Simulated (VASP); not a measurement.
A run of VASP 6.6.1 is set up as follows.

Contents of INCAR:

```
SYSTEM = Ge
  PREC = Accurate
  ENCUT = 520
  EDIFF = 1E-6
  ISMEAR = 1
  SIGMA = 0.05
  LREAL = .FALSE.
  LASPH = .TRUE.
  NELM = 100
  ALGO = Normal
  ISIF = 2
  LWAVE = .FALSE.
  LCHARG = .FALSE.
  GGA = CA
  NBANDS = 21
```

KPOINTS

```
regular mesh
0
G
  11 11 6
  0 0 0
```

The input POSCAR:

```
Ge
1.0
    1.4780627863     -2.5772754484      0.0000000000
    1.4780627863      2.5772754484      0.0000000000
    0.0000000000      0.0000000000      4.6958701849
Ge
2
Direct
    0.6665500000      0.3334500000      0.2500000000
    0.3334500000      0.6665500000      0.7500000000
```

Potentials or basis: VASP PAW LDA potentials, release 64 (Ge_d).

The run is started by

```sh
$ cat potpaw_LDA.64/Ge_d/POTCAR > POTCAR
$ mpirun -np 1 vasp_std > vasp.out
```

Q: What does it give for the pressure?

A: 0.1 GPa.

Q: Estimate the band gap on the k mesh.

A: Zero (bands 14 and 15 overlap by 9.45 eV).

Q: What does it give for the largest force?

A: 0.008 eV/Å.

Stress tensor (GPa, compression positive):
```
-2.26  0.00  0.00
 0.00 -1.87  0.00
 0.00  0.00  4.56
```

Caveat: the stress differs along the axes, from -2 to 5 GPa.
